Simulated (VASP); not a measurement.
Here is a VASP 6.6.1 calculation.

POSCAR

```
Co
1.0
    0.0000000000      1.7917000000      1.7917000000
    1.7917000000      0.0000000000      1.7917000000
    1.7917000000      1.7917000000      0.0000000000
Co
1
Direct
    0.0000000000      0.0000000000      0.0000000000
```

INCAR.step1

```
SYSTEM = Co
PREC     = Accurate       ! precision mode
ENCUT    = 600            ! plane-wave cutoff, eV
ISMEAR   = 0              ! smearing method
SIGMA    = 0.1            ! smearing width, eV
LREAL    = .False.        ! projectors in reciprocal space
LASPH    = .True.         ! aspherical terms in the spheres
NELM     = 300            ! most SCF steps
ISPIN    = 2              ! spin polarisation
MAGMOM   = 1.37           ! initial moments
NUPDOWN  = 1.37           ! fixed moment
LMAXMIX  = 4              ! l up to which the mixer works
NBANDS   = 14             ! bands
GGA      = PE             ! functional
ALGO     = All            ! electronic algorithm
EDIFF    = 1E-5           ! SCF threshold, eV
LWAVE    = .True.         ! write WAVECAR
LCHARG   = .False.        ! write CHGCAR
GGA_COMPAT= .False.      
ISEARCH  = 1            
KPAR     = 4
```

The input INCAR.step2:

```
SYSTEM = Co
PREC     = Accurate       ! precision mode
ENCUT    = 600            ! plane-wave cutoff, eV
EDIFF    = 1E-6           ! SCF threshold, eV
ISMEAR   = 0              ! smearing method
SIGMA    = 0.1            ! smearing width, eV
LREAL    = .False.        ! projectors in reciprocal space
LASPH    = .True.         ! aspherical terms in the spheres
NELM     = 300            ! most SCF steps
ALGO     = All            ! electronic algorithm
ISIF     = 2              ! what is computed and relaxed
LWAVE    = .False.        ! write WAVECAR
LCHARG   = .False.        ! write CHGCAR
ISPIN    = 2              ! spin polarisation
MAGMOM   = 1.37           ! initial moments
LORBIT   = 11             ! projections on sites
NUPDOWN  = 1.37           ! fixed moment
LMAXMIX  = 4              ! l up to which the mixer works
METAGGA  = R2SCAN         ! meta-GGA
LMIXTAU  = .True.       
NBANDS   = 14             ! bands
ISTART   = 1            
GGA_COMPAT= .False.      
ISEARCH  = 1            
KPAR     = 4
```

Contents of KPOINTS:

```
regular mesh
0
Gamma
  14 14 14
  0 0 0
```

Potentials or basis: VASP PAW PBE potentials, release 64 (Co).

The run is started by

```bash
$ cat potpaw_PBE.64/Co/POTCAR > POTCAR
$ cp INCAR.step1 INCAR
$ mpirun -np 4 vasp_std > vasp.out
$ cp INCAR.step2 INCAR
$ mpirun -np 4 vasp_std > vasp.out
```

Question: Estimate the pressure.

Answer: -13.3 GPa.

Caveat: the cell stands under tension; the PAW data sets were made with another functional, which shifts forces and pressure a little; the total moment is fixed, so each spin has its own Fermi level and the state may be an excited one.
